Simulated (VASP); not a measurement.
Wanted: the native input for a VASP 6.6.1 run.

```
Task                   : single point
Functional             : PBE
Potentials or basis    : VASP PAW PBE potentials, release 64 (Nb_sv, Re, Te)
Cutoff                 : 520 eV
k mesh                 : 4 × 4 × 4
Occupations            : gaussian, width 0.1 eV
Spin                   : no spin polarisation
Dipole correction      : no
Further INCAR settings : ALGO = Normal; EDIFF = 1e-06; NBANDS = 34
```

The structure of Nb3ReTe lies in POSCAR:

```
Nb3ReTe
1.0
    3.7584174900      0.0000000000      0.0000000000
    0.0000000000      3.7584174900      0.0000000000
    0.0000000000      0.0000000000      7.3410443500
Nb Re Te
3 1 1
Direct
    0.5000000000      0.0000000000      0.5610303600
    0.0000000000      0.5000000000      0.5610303600
    0.5000000000      0.5000000000      0.8794810800
    0.0000000000      0.0000000000      0.9373873500
    0.5000000000      0.5000000000      0.3089290500
```

The input as run:

INCAR

```
PREC = Accurate
ENCUT = 520
EDIFF = 1E-6
ISMEAR = 0
SIGMA = 0.1
LREAL = False
LASPH = True
NELM = 60
ALGO = Normal
ISIF = 2
LWAVE = False
LCHARG = False
GGA = PE
NBANDS = 34
```

KPOINTS

```
regular mesh
0
Gamma
  4 4 4
```

Potentials or basis: VASP PAW PBE potentials, release 64 (Nb_sv, Re, Te).

Launch:

```bash
$ cat potpaw_PBE.64/Nb_sv/POTCAR potpaw_PBE.64/Re/POTCAR potpaw_PBE.64/Te/POTCAR > POTCAR
$ mpirun -np 1 vasp_std > vasp.out
```

Results of the run:

The pressure is 7.9 GPa and the largest force is 5.146 eV/Å. The band gap on the k mesh is zero (band 26 reaches 10.28 eV, above the bottom of band 27 at 8.66 eV).

Caveat: the k points lie up to 0.42 Å⁻¹ apart; spin-orbit coupling is left out, which moves the levels of the heavy elements; forces of over 1 eV/Å act on the atoms, so gaps and moduli don't describe the material at rest.

Run time: 38 s on 1 thread of Intel(R) Xeon(R) 6975P-C (Granite Rapids), with other jobs on the host, peak memory 0.23 GiB.
